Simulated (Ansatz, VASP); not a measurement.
Two plane-wave programs on F

```
F
1.0
     2.95806   -1.70411   -0.16500
     2.95806    1.70411   -0.16500
    -2.07782    0.00000    7.13574
F
4
Direct
  0.94516 0.62048 0.08938
  0.37952 0.05484 0.41062
  0.05484 0.37952 0.91062
  0.62048 0.94516 0.58938
```

Alike in both runs: task single point; functional PBEsol; k mesh 10 × 10 × 4; occupations gaussian, width 0.02 eV; no spin polarisation.

|  | VASP | Ansatz |
| --- | --- | --- |
| version | VASP 6.6.1 | Ansatz 0.2.0 |
| potentials or method | VASP PAW PBE potentials, release 64 (F), cutoff 520 eV | scalar-relativistic, plane waves, PAW |
| valence electrons in the cell | 28 | 28 |

VASP gave:

```
gap on the k mesh at the Fermi level (eV)                     : 3.12
least direct gap on the mesh (eV)                             : 3.13
pressure (GPa)                                                : 1.5
traceless stress, the component that is largest in VASP (GPa) : 2.69
rms of the force components (eV/Å)                            : 0.502
```

Problem. What did Ansatz give for the same quantities?

Solution. gap on the k mesh at the Fermi level (eV): 3.20; least direct gap on the mesh (eV): 3.21; pressure (GPa): 1.0; traceless stress, the component that is largest in VASP (GPa): 1.26; rms of the force components (eV/Å): 0.239.

VASP's potentials were made for PBE, not for PBEsol. Atom by atom the forces differ by 0.264 eV/Å (rms over components). The functional is the same, so the differences come from potentials, cutoffs and numerics.
